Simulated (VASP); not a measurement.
# CdS (d3) (Fm-3m) in VASP: further runs

The runs below take CdS (d3) through single point, relaxation of cell and atoms, with PBE+D3(BJ).

Program: VASP 6.6.1. These are calculated values, not measurements. Logs are shortened: lines on timing, memory, paths and dates and some standing lists are left out, and cuts for length are marked.

### 1 The cell of the first run

It takes space group Fm-3m (No. 225, cubic). The conventional cell has a = 5.506 Å, b = 5.506 Å, c = 5.506 Å, α = 90.00°, β = 90.00°, γ = 90.00°. Cd (site symmetry m-3m) has 6 S at 2.75 Å within 3.6 Å. Within 3.6 Å of S (site symmetry m-3m) lie 6 Cd at 2.75 Å.

### 2 Single point, PBE+D3(BJ)

The input, INCAR:

```
ALGO     = Normal         # electronic algorithm
EDIFF    = 1E-6           # SCF threshold, eV
ENCUT    = 500            # plane-wave cutoff, eV
GGA      = PE             # functional
GGA_COMPAT= False        
ISIF     = 2              # what is computed and relaxed
ISMEAR   = 0              # smearing method
IVDW     = 12             # dispersion correction
LASPH    = True           # aspherical terms in the spheres
LCHARG   = False          # write CHGCAR
LREAL    = False          # projectors in reciprocal space
LWAVE    = False          # write WAVECAR
NBANDS   = 16             # bands
NELM     = 120            # most SCF steps
PREC     = Accurate       # precision mode
SIGMA    = 0.1            # smearing width, eV
```

The input, KPOINTS:

```
k-points
0
Gamma
  6 6 6
```

The input, POSCAR:

```
CdS
1.0
    0.0000000000      2.7532440000      2.7532440000
    2.7532440000      0.0000000000      2.7532440000
    2.7532440000      2.7532440000      0.0000000000
Cd S
1 1
Direct
    0.0000000000      0.0000000000      0.0000000000
    0.5000000000      0.5000000000      0.5000000000
```

Potentials or basis: VASP PAW PBE potentials, release 64 (Cd, S).

On the command line:

```console
cat potpaw_PBE.64/Cd/POTCAR potpaw_PBE.64/S/POTCAR > POTCAR
mpirun -np 1 vasp_std > vasp.out
```

OUTCAR:

```text
EDIFF = 1E-6
   ENCUT = 500
   GGA = PE
   ISIF = 2
   ISMEAR = 0
   IVDW = 12
   LASPH = True
   LREAL = False
   NELM = 120
   PREC = Accurate
 IVDW          = 12

 ion  position               nearest neighbor table
   1  0.000  0.000  0.000-   2 2.75   2 2.75   2 2.75   2 2.75   2 2.75   2 2.75
   2  0.500  0.500  0.500-   1 2.75   1 2.75   1 2.75   1 2.75   1 2.75   1 2.75

  LATTYP: Found a face centered cubic cell.
 ALAT       =     5.5064880000

  Lattice vectors:

 A1 = (   0.0000000000,   2.7532440000,   2.7532440000)
 A2 = (   2.7532440000,   0.0000000000,   2.7532440000)
 A3 = (   2.7532440000,   2.7532440000,   0.0000000000)

Analysis of symmetry for initial positions (statically):
=====================================================================
 Subroutine PRICEL returns:
 Original cell was already a primitive cell.

 Routine SETGRP: Setting up the symmetry group for a
 face centered cubic supercell.

 Subroutine GETGRP returns: Found 48 space group operations
 (whereof 48 operations were pure point group operations)
 out of a pool of 48 trial point group operations.

The static configuration has the point symmetry O_h .

Analysis of symmetry for dynamics (positions and initial velocities):
=====================================================================
 Subroutine PRICEL returns:
 Original cell was already a primitive cell.

 Routine SETGRP: Setting up the symmetry group for a
 face centered cubic supercell.

 Subroutine GETGRP returns: Found 48 space group operations
 (whereof 48 operations were pure point group operations)
 out of a pool of 48 trial point group operations.

The dynamic configuration has the point symmetry O_h .

 Subroutine INISYM returns: Found 48 space group operations
 (whereof 48 operations are pure point group operations),
 and found     1 'primitive' translations

----------------------------------------------------------------------------------------

                                     Primitive cell

  volume of cell :      41.7411

  direct lattice vectors                    reciprocal lattice vectors
     0.000000000  2.753244000  2.753244000    -0.181603955  0.181603955  0.181603955
     2.753244000  0.000000000  2.753244000     0.181603955 -0.181603955  0.181603955
     2.753244000  2.753244000  0.000000000     0.181603955  0.181603955 -0.181603955

  length of vectors
     3.893675005  3.893675005  3.893675005     0.314547277  0.314547277  0.314547277

  position of ions in fractional coordinates (direct lattice)
     0.000000000  0.000000000  0.000000000
     0.500000000  0.500000000  0.500000000

  ion indices of the primitive-cell ions
   primitive index   ion index
                 1           1
                 2           2

----------------------------------------------------------------------------------------

 KPOINTS: k-points

Automatic generation of k-mesh.
 Grid dimensions read from file:
 generate k-points for:    6    6    6

 Generating k-lattice:

  Cartesian coordinates                     Fractional coordinates (reciprocal lattice)
    -0.030267326  0.030267326  0.030267326     0.166666667  0.000000000  0.000000000
     0.030267326 -0.030267326  0.030267326     0.000000000  0.166666667  0.000000000
     0.030267326  0.030267326 -0.030267326     0.000000000  0.000000000  0.166666667

  Length of vectors
     0.052424546  0.052424546  0.052424546

  Shift w.r.t. Gamma in fractional coordinates (k-lattice)
     0.000000000  0.000000000  0.000000000

 Subroutine IBZKPT returns following result:
 ===========================================

 Found     16 irreducible k-points:

 Following reciprocal coordinates:
            Coordinates               Weight
  0.000000  0.000000  0.000000      1.000000
  0.166667  0.000000  0.000000      8.000000
  0.333333  0.000000  0.000000      8.000000
  0.500000  0.000000  0.000000      4.000000
  0.166667  0.166667  0.000000      6.000000
  0.333333  0.166667  0.000000     24.000000
[... 8 lines left out ...]
 -0.333333  0.333333  0.166667     24.000000
 -0.333333  0.500000  0.166667     12.000000
   k-points           NKPTS =     16   k-points in BZ     NKDIM =     16   number of bands    NBANDS=     16
   number of dos      NEDOS =    301   number of ions     NIONS =      2
   total plane-waves  NPLWV =  21952
   dimension x,y,z NGX =    28 NGY =   28 NGZ =   28
   dimension x,y,z NGXF=    56 NGYF=   56 NGZF=   56
   ions per type =               1   1
   NGX,Y,Z   is equivalent  to a cutoff of  11.95, 11.95, 11.95 a.u.
   NGXF,Y,Z  is equivalent  to a cutoff of  23.91, 23.91, 23.91 a.u.
 SYSTEM =  unknown system
   PREC   = accura    normal or accurate (medium, high low for compatibility)
   ISTART =      0    job   : 0-new  1-cont  2-samecut
   ICHARG =      2    charge: 1-file 2-atom 10-const
   ISPIN  =      1    spin polarized calculation?
   LNONCOLLINEAR =      F non collinear calculations
   LSORBIT =      F    spin-orbit coupling
   LASPH  =      T    aspherical Exc in radial PAW
   ENCUT  =  500.0 eV  36.75 Ry    6.06 a.u.   7.10  7.10  7.10*2*pi/ulx,y,z
   NELM   =    120;   NELMIN=  2; NELMDL= -5     # of ELM steps
   EDIFF  = 0.1E-05   stopping-criterion for ELM
   LREAL  =      F    real-space projection
   EDIFFG = 0.1E-04   stopping-criterion for IOM
   NSW    =      0    number of steps for IOM
   IBRION =     -1    ionic relax: 0-MD 1-quasi-New 2-CG
   NFREE  =      0    steps in history (QN), initial steepest desc. (CG)
   ISIF   =      2    stress and relaxation
   ISYM   =      2    0-nonsym 1-usesym 2-fastsym
   POTIM  = 0.5000    time-step for ionic-motion
   TEBEG  =    0.0;   TEEND  =   0.0 temperature during run
   PSTRESS=    0.0 pullay stress
   NELECT =      18.0000    total number of electrons
   NUPDOWN=      -1.0000    fix difference up-down
   EMIN   =  10.00;   EMAX   =-10.00  energy-range for DOS
   EFERMI =   0.00;   METHOD = LEGACY
   ISMEAR =     0;   SIGMA  =   0.10  broadening in eV -4-tet -1-fermi 0-gaus
   EFERMI_NEDOS =   21; number of points for ismear=-14 and -15
   IALGO  =     38    algorithm
   IMIX   =      4    mixing-type and parameters
     AMIX     =   0.40;   BMIX     =  1.00
     AMIX_MAG =   1.60;   BMIX_MAG =  1.00
  volume/ion in A,a.u.               =      20.87       140.84
  Fermi-wavevector in a.u.,A,eV,Ry     =   1.236833  2.337275 20.813583  1.529755
  Thomas-Fermi vector in A             =   2.371425
   LORBIT       =      0    0 simple, 1 ext, 2 COOP (PROOUT), +10 PAW based schemes
   GGA     = PE    functional components
   LHFCALC =     F    Hartree Fock is set to
   AEXX    =    0.0000 exact exchange contribution
   IVDW    =    12    specifies the selected vdW correction
   LEPSILON=     F    determine dielectric tensor
   LRPA    =     F    only Hartree local field effects (RPA)
 non-spin polarized calculation
 Gauss-broadening in eV      SIGMA  =   0.10
  energy-cutoff  :      500.00
  volume of cell :       41.74
 maximum number of plane-waves:      1068
   NGX = 15   NGY = 15   NGZ = 15

 number of electron      17.9999990 magnetization

 Free energy of the ion-electron system (eV)
  ---------------------------------------------------
  ext. energy  EPLUGINS =         0.00000000
  ---------------------------------------------------
  free energy    TOTEN  =        -5.87045410 eV

  energy without entropy =       -5.86986941  energy(sigma->0) =       -5.87016176

 E-fermi :   2.8614     XC(G=0): -10.3023

 val. band max:        2.7169233430   @ k =   0.5000   0.0000   0.0000
 cond. band min:       2.9677297065   @ k =   0.5000   0.5000   0.0000
 fundamental gap:      0.2508063635
 Fermi energy:         2.8613521276

 k-point     1 :       0.0000    0.0000    0.0000
  band No.  band energies     occupation
      1      -9.9420      2.00000
      2      -4.8607      2.00000
      3      -4.8607      2.00000
      4      -4.8607      2.00000
      5      -4.8601      2.00000
      6      -4.8601      2.00000
[... 8 lines left out ...]
     15      14.0312      0.00000
     16      14.0598      0.00000

 k-point     2 :       0.1667    0.0000    0.0000
  band No.  band energies     occupation
      1      -9.7172      2.00000
      2      -4.9351      2.00000
      3      -4.9351      2.00000
      4      -4.8859      2.00000
      5      -4.8131      2.00000
      6      -4.8131      2.00000
[... 8 lines left out ...]
     15      13.0072      0.00000
     16      13.6222      0.00000

 k-point     3 :       0.3333    0.0000    0.0000
  band No.  band energies     occupation
      1      -9.1853      2.00000
      2      -5.0782      2.00000
      3      -5.0782      2.00000
      4      -4.9864      2.00000
      5      -4.7161      2.00000
      6      -4.7161      2.00000
[... 8 lines left out ...]
     15      14.3447      0.00000
     16      14.3447      0.00000

 k-point     4 :       0.5000    0.0000    0.0000
  band No.  band energies     occupation
      1      -8.8553      2.00000
      2      -5.1467      2.00000
      3      -5.1467      2.00000
      4      -5.0912      2.00000
      5      -4.6666      2.00000
      6      -4.6665      2.00000
[... 8 lines left out ...]
     15      15.6967      0.00000
     16      15.6967      0.00000

 k-point     5 :       0.1667    0.1667    0.0000
  band No.  band energies     occupation
      1      -9.6629      2.00000
      2      -4.9927      2.00000
      3      -4.8976      2.00000
      4      -4.8343      2.00000
      5      -4.8120      2.00000
      6      -4.8120      2.00000
[... 8 lines left out ...]
     15      15.2370      0.00000
     16      15.8632      0.00000

 k-point     6 :       0.3333    0.1667    0.0000
  band No.  band energies     occupation
      1      -9.2884      2.00000
      2      -5.0289      2.00000
      3      -4.9315      2.00000
      4      -4.9252      2.00000
      5      -4.7418      2.00000
      6      -4.7043      2.00000
[... 8 lines left out ...]
     15      15.4252      0.00000
     16      15.8046      0.00000
[... 115 lines left out ...]
 k-point    13 :       0.5000    0.5000    0.0000
  band No.  band energies     occupation
      1      -9.0788      2.00000
      2      -5.0084      2.00000
      3      -4.7564      2.00000
      4      -4.6042      2.00000
      5      -4.6042      2.00000
      6      -3.9580      2.00000
[... 8 lines left out ...]
     15      17.0619      0.00000
     16      17.3350      0.00000

 k-point    14 :       0.5000    0.3333    0.1667
  band No.  band energies     occupation
      1      -9.0410      2.00000
      2      -4.9813      2.00000
      3      -4.9226      2.00000
      4      -4.8979      2.00000
      5      -4.6827      2.00000
      6      -4.5590      2.00000
[... 8 lines left out ...]
     15      16.6335      0.00000
     16      17.7095      0.00000

 k-point    15 :      -0.3333    0.3333    0.1667
  band No.  band energies     occupation
      1      -8.9148      2.00000
      2      -5.0339      2.00000
      3      -4.8879      2.00000
      4      -4.8618      2.00000
      5      -4.6386      2.00000
      6      -4.3927      2.00000
[... 8 lines left out ...]
     15      15.3226      0.00000
     16      17.3444      0.00000

 k-point    16 :      -0.3333    0.5000    0.1667
  band No.  band energies     occupation
      1      -8.9716      2.00000
      2      -4.9408      2.00000
      3      -4.9215      2.00000
      4      -4.7468      2.00000
      5      -4.6041      2.00000
      6      -4.1005      2.00000
[... 8 lines left out ...]
     15      16.4264      0.00000
     16      17.3265      0.00000

------------------------ aborting loop because EDIFF is reached ----------------------------------------

 Edisp (eV)   -0.74650

 E8    (eV) :    -0.3062

  FORCE on cell =-STRESS in cart. coord.  units (eV):
  Direction    XX          YY          ZZ          XY          YZ          ZX
  --------------------------------------------------------------------------------------
  -------------------------------------------------------------------------------------
  Total      -0.77953    -0.77953    -0.77953     0.00000     0.00000    -0.00000
  in kB     -29.92129   -29.92129   -29.92129     0.00000     0.00000    -0.00000
  external pressure =      -29.92 kB  Pullay stress =        0.00 kB

 VOLUME and BASIS-vectors are now :
 -----------------------------------------------------------------------------
  energy-cutoff  :      500.00
  volume of cell :       41.74
      direct lattice vectors                 reciprocal lattice vectors
     0.000000000  2.753244000  2.753244000    -0.181603955  0.181603955  0.181603955
     2.753244000  0.000000000  2.753244000     0.181603955 -0.181603955  0.181603955
     2.753244000  2.753244000  0.000000000     0.181603955  0.181603955 -0.181603955

 POSITION                                       TOTAL-FORCE (eV/Angst)
 -----------------------------------------------------------------------------------
      0.00000      0.00000      0.00000        -0.000000      0.000000     -0.000000
      2.75324      2.75324      2.75324         0.000000     -0.000000      0.000000
 -----------------------------------------------------------------------------------
    total drift:                                0.000000      0.000000      0.000000

  FREE ENERGIE OF THE ION-ELECTRON SYSTEM (eV)
  ---------------------------------------------------
  free  energy   TOTEN  =        -6.6169561042 eV

  energy  without entropy=       -6.6163714130  energy(sigma->0) =       -6.61666376
```

Run time: 20 s. Hardware: 1 thread of Intel Xeon 8259CL, shared host; peak memory 0.17 GiB.

Results:

```yaml
Free_energy: -6.6170 eV
Pressure: -3.0 GPa
Band_gap_on_the_k_mesh: 0.25 eV, indirect (least direct gap 1.53 eV)
Dispersion_energy_per_atom: -0.373 eV
```

A k mesh can miss the band edges.

### 3 Single point, PBE+D3(BJ)

This run uses another cell than the first one, of 19.93 Å³/atom, 0.955 times its volume.

The input, INCAR:

```
SYSTEM = CdS
ALGO     = Normal         ! electronic algorithm
EDIFF    = 1E-6           ! SCF threshold, eV
ENCUT    = 500            ! plane-wave cutoff, eV
GGA      = PE             ! functional
GGA_COMPAT= .False.      
ISIF     = 2              ! what is computed and relaxed
ISMEAR   = 0              ! smearing method
IVDW     = 12             ! dispersion correction
LASPH    = .True.         ! aspherical terms in the spheres
LCHARG   = .False.        ! write CHGCAR
LREAL    = .False.        ! projectors in reciprocal space
LWAVE    = .False.        ! write WAVECAR
NBANDS   = 16             ! bands
NELM     = 120            ! most SCF steps
PREC     = Accurate       ! precision mode
SIGMA    = 0.01           ! smearing width, eV
```

The input, KPOINTS:

```
k-points
0
Gamma
  12 12 12
  0 0 0
```

The input, POSCAR:

```
CdS
1.0
    0.0000000000      2.7110540904      2.7110540904
    2.7110540904      0.0000000000      2.7110540904
    2.7110540904      2.7110540904      0.0000000000
Cd S
1 1
Direct
    0.0000000000      0.0000000000      0.0000000000
    0.5000000000      0.5000000000      0.5000000000
```

Potentials or basis: VASP PAW PBE potentials, release 64 (Cd, S).

On the command line:

```console
cat potpaw_PBE.64/Cd/POTCAR potpaw_PBE.64/S/POTCAR > POTCAR
mpirun -np 1 vasp_std > vasp.out
```

It took 66 s on 1 thread of Intel Xeon 8259CL, shared host; peak memory 0.19 GiB.

It converged, with:

```yaml
Free_energy: -6.6395 eV
Pressure: 0.4 GPa
Band_gap_on_the_k_mesh: 0.25 eV, indirect (least direct gap 1.84 eV)
Dispersion_energy_per_atom: -0.391 eV
```

Levels at points of the mesh, in eV from the valence-band top:
```csv
k point,band 5,band 6,band 7,band 8,band 9,band 10,band 11,band 12,band 13,band 14
"(0.00, 0.00, 0.00)",-7.67,-7.67,-0.80,-0.80,-0.80,1.04,9.24,9.24,9.24,11.32
"(0.50, 0.00, 0.00)",-7.45,-7.45,-4.97,0.00,0.00,3.50,5.89,5.89,7.05,12.41
"(0.50, 0.50, 0.00)",-7.38,-6.64,-4.42,-2.24,-2.24,0.25,6.00,10.05,11.48,11.48
```

A k mesh can miss the band edges.

### 4 Relaxation of cell and atoms, PBE+D3(BJ)

The input, INCAR:

```
SYSTEM = CdS
PREC = Accurate ; ENCUT = 500
EDIFF = 1E-7 ; ISMEAR = 0
SIGMA = 0.01 ; LREAL = .FALSE.
LASPH = .TRUE. ; NELM = 120
ALGO = Normal ; ISIF = 3
LWAVE = .FALSE. ; LCHARG = .FALSE.
GGA = PE ; IVDW = 12
IBRION = 2 ; NSW = 100
EDIFFG = -0.002 ; GGA_COMPAT = .FALSE.
NELMIN = 4
```

The input, KPOINTS:

```
Automatic mesh
0
G
  12 12 12
  0 0 0
```

The input, POSCAR:

```
CdS
1.0
    0.0000000000      2.7532440000      2.7532440000
    2.7532440000      0.0000000000      2.7532440000
    2.7532440000      2.7532440000      0.0000000000
Cd S
1 1
Direct
    0.0000000000      0.0000000000      0.0000000000
    0.5000000000      0.5000000000      0.5000000000
```

On the command line:

```console
cat potpaw_PBE.64/Cd/POTCAR potpaw_PBE.64/S/POTCAR > POTCAR
mpirun -np 1 vasp_std > vasp.out
```

Wall time 2.1 min (1 thread of Intel Xeon 8259CL, shared host); peak memory 0.2 GiB.

It converged, with:

* Free energy: -6.6402 eV
* Relaxed volume: 20.03 Å³/atom
* Relaxed cell: a = 3.841 Å, b = 3.841 Å, c = 3.841 Å, α = 60.00°, β = 60.00°, γ = 60.00°
* Space group after relaxing (to 0.05 Å): Fm-3m (No. 225)
* Energy gained by relaxing: 8.2 meV/atom
* Ionic steps: 3
* Pressure after relaxing: 0.0 GPa
* Band gap on the k mesh: 0.25 eV, indirect (least direct gap 1.80 eV)
* Dispersion energy per atom: -0.389 eV

The path:
```csv
step,energy change (eV),largest force (eV/Å),pressure (GPa),volume (Å³)
1,0.0000,0.0000,-3.00,41.74
2,-0.0137,0.0000,1.36,39.42
3,-0.0164,0.0000,0.00,40.06
```

Final structure:
```xyz
2
Lattice="0.0000 2.7158 2.7158 2.7158 0.0000 2.7158 2.7158 2.7158 0.0000" Properties=species:S:1:pos:R:3 pbc="T T T"
Cd    0.0000    0.0000    0.0000
S     2.7158    2.7158    2.7158
```

Levels at points of the mesh, in eV from the valence-band top:
| k point | band 6 | band 7 | band 8 | band 9 | band 10 | band 11 | band 12 | band 13 |
| --- | --- | --- | --- | --- | --- | --- | --- | --- |
| (0.00, 0.00, 0.00) | -7.66 | -0.79 | -0.79 | -0.79 | 1.02 | 9.24 | 9.24 | 9.24 |
| (0.50, 0.00, 0.00) | -7.44 | -4.95 | 0.00 | 0.00 | 3.50 | 5.90 | 5.90 | 7.01 |
| (0.50, 0.50, 0.00) | -6.65 | -4.38 | -2.22 | -2.22 | 0.25 | 6.01 | 10.01 | 11.44 |

A k mesh can miss the band edges.

### 5 The runs side by side

```csv
task,cell,k mesh,smearing,gap on the mesh (eV),pressure (GPa)
single point,"a = 3.894 Å, angles 60.0°, 2 atoms",6 × 6 × 6,gaussian 0.1 eV,0.25,-3.0
single point,"a = 3.834 Å, angles 60.0°, 2 atoms",12 × 12 × 12,gaussian 0.01 eV,0.25,0.4
relaxation of cell and atoms,"relaxed from a = 3.894 Å, angles 60.0°, 2 atoms",12 × 12 × 12,gaussian 0.01 eV,0.25,0.0
```

Alike in all rows: level PBE+D3(BJ); potentials or basis VASP PAW PBE potentials, release 64 (Cd, S); no spin polarisation; cutoff (eV) 500.

Total energies depend on the potentials used, so only differences within one code and one set of settings carry meaning.
